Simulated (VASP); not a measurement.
Here is a VASP 6.6.1 calculation.

Contents of INCAR:

```
  ALGO = Normal
  EDIFF = 1E-7
  EDIFFG = -0.04
  ENCUT = 600
  GGA = PE
  IBRION = 2
  ISIF = 3
  ISMEAR = 0
  LASPH = True
  LCHARG = False
  LREAL = False
  LWAVE = False
  NELM = 60
  NSW = 90
  PREC = Accurate
  SIGMA = 0.1
```

Contents of KPOINTS:

```
k-points
0
Gamma
  6 6 4
```

File POSCAR:

```
SrAl3
1.0
    4.7408481300      0.0000000000      0.0000000000
   -2.3704240600      4.1056949100      0.0000000000
    0.0000000000      0.0000000000      4.3229090900
Sr Al
1 3
Direct
    0.0000000000      0.0000000000      0.5000000000
    0.5000000000      0.0000000000      0.5000000000
    0.0000000000      0.5000000000      0.5000000000
    0.5000000000      0.5000000000      0.5000000000
```

Potentials or basis: VASP PAW PBE potentials, release 64 (Sr_sv, Al).

Run with:

```bash
$ cat potpaw_PBE.64/Sr_sv/POTCAR potpaw_PBE.64/Al/POTCAR > POTCAR
$ mpirun -np 1 vasp_std > vasp.out
```

(1) Estimate the relaxed cell.

(2) What does it give for the space group after relaxing (to 0.05 Å)?

(3) What does it give for the relaxed volume?

## Answers

(1) a = 6.210 Å, b = 6.210 Å, c = 2.900 Å, α = 90.00°, β = 90.00°, γ = 120.00°.

(2) P6/mmm (No. 191).

(3) 24.21 Å³/atom.

Caveat: the k points lie up to 0.54 Å⁻¹ apart in the final cell; the volume moved by over 15 % at a fixed basis, so the end points are rough.
